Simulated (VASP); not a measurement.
Input of a VASP 6.6.1 run:

File INCAR:

```
SYSTEM = Sn
ALGO = Normal ; EDIFF = 1E-6
ENCUT = 520 ; GGA = PE
ISIF = 2 ; ISMEAR = -1
LASPH = .True. ; LCHARG = .False.
LREAL = .False. ; LWAVE = .False.
NBANDS = 36 ; NELM = 80
PREC = Accurate ; SIGMA = 0.05
```

Contents of KPOINTS:

```
k-points
0
Gamma
  12 12 4
  0 0 0
```

The input POSCAR:

```
Sn
1.0
    3.0085896376      0.0000000000      0.0000000000
   -1.5042948188      2.6055150557      0.0000000000
    0.0000000000      0.0000000000      9.7356078528
Sn
4
Direct
    0.0000000000      0.0000000000      0.0000000000
    0.0000000000      0.0000000000      0.5000000000
    0.3333333333      0.6666666667      0.2500000000
    0.6666666667      0.3333333333      0.7500000000
```

Potentials or basis: VASP PAW PBE potentials, release 64 (Sn_d).

Launch:

```bash
$ cat potpaw_PBE.64/Sn_d/POTCAR > POTCAR
$ mpirun -np 1 vasp_std > vasp.out
```

Predict the pressure.

43.9 GPa.

What does it give for the band gap on the k mesh?

Zero (bands 28 and 29 overlap by 11.66 eV).

Caveat: the cell stands under pressure; spin-orbit coupling is left out, which moves the levels of the heavy elements.
